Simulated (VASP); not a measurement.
Write the native input for VASP 6.6.1 that does the following.

| Quantity | Value |
| --- | --- |
| Task | single point |
| Functional | LDA |
| Potentials or basis | VASP PAW LDA potentials, release 64 (Cd, Se) |
| Cutoff | 520 eV |
| k mesh | 6 × 6 × 4 |
| Occupations | gaussian, width 0.01 eV |
| Spin | no spin polarisation |
| Dipole correction | no |
| Further INCAR settings | ALGO = Normal; EDIFF = 1e-07; NBANDS = 26 |

The structure of CdSe (Cadmoselite) lies in POSCAR:

```
CdSe
1.0
    4.2683179654      0.0000000000      0.0000000000
   -2.1341589827      3.6964717895      0.0000000000
    0.0000000000      0.0000000000      6.9211772323
Cd Se
2 2
Direct
    0.3333333333      0.6666666667      0.0048579434
    0.6666666667      0.3333333333      0.5048579434
    0.3333333333      0.6666666667      0.3801420566
    0.6666666667      0.3333333333      0.8801420566
```

This cell differs from its parent crystal: in-plane strain +0.005.

These files were run (other wordings do the same):

INCAR

```
ALGO = Normal ; EDIFF = 1E-7
ENCUT = 520 ; ISIF = 2
ISMEAR = 0 ; LASPH = T
LCHARG = F ; LREAL = F
LWAVE = F ; NBANDS = 26
NELM = 80 ; PREC = Accurate
SIGMA = 0.01
```

KPOINTS

```
k-points
0
Gamma
  6 6 4
```

Potentials or basis: VASP PAW LDA potentials, release 64 (Cd, Se).

Run with:

```console
$ cat potpaw_LDA.64/Cd/POTCAR potpaw_LDA.64/Se/POTCAR > POTCAR
$ mpirun -np 1 vasp_std > vasp.out
```

It gave:

| Property | Result |
| --- | --- |
| Pressure | 0.1 GPa |
| Largest force | 0.065 eV/Å |
| Band gap on the k mesh | 0.49 eV, direct |

Caveat: the cell differs from its parent crystal (in-plane strain +0.005).

Run time: 18 s on 1 thread of Intel(R) Xeon(R) 6975P-C (Granite Rapids), with other jobs on the host, peak memory 0.21 GiB.
